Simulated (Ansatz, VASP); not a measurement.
**Al2Cu in VASP and in Ansatz**

```
Al Cu
1.0
    -2.02463    2.02463    2.86301
     2.02463   -2.02463    2.86301
     2.02463    2.02463   -2.86301
Al Cu
2 1
Direct
  0.75000 0.28704 0.53704
  0.25000 0.71296 0.46296
  0.50000 0.50000 0.00000
```

Change from the starting cell: mode 7 (289.8 1/cm) frozen in, largest displacement +0.150 Å.

Alike in both runs: task single point; functional PBEsol; k mesh 16 × 16 × 16; occupations gaussian, width 0.15 eV; no spin polarisation.

|  | VASP | Ansatz |
| --- | --- | --- |
| version | VASP 6.6.1 | Ansatz 0.2.0 |
| potentials or method | VASP PAW PBE potentials, release 64 (Al, Cu), cutoff 520 eV | scalar-relativistic, plane waves, PAW |
| valence electrons in the cell | 17 | 25 |

|  | VASP | Ansatz | Ansatz less VASP |
| --- | --- | --- | --- |
| gap on the k mesh at the Fermi level (eV) | none | none | - |
| pressure (GPa) | 2.2 | 2.0 | -0.25 |
| traceless stress, the component that is largest in VASP (GPa) | -5.32 | -5.27 | +0.046 |
| rms of the force components (eV/Å) | 0.613 | 0.611 | -0.0017 |

VASP's potentials were made for PBE, not for PBEsol. Atom by atom the forces differ by 0.002 eV/Å (rms over components). A gap of «none» marks a metal or a gap that the smearing closes. The functional is the same, so the differences come from potentials, cutoffs and numerics. VASP's potentials hold 17 valence electrons a cell and Ansatz's 25, so a difference there can come from the potentials and not from the codes.
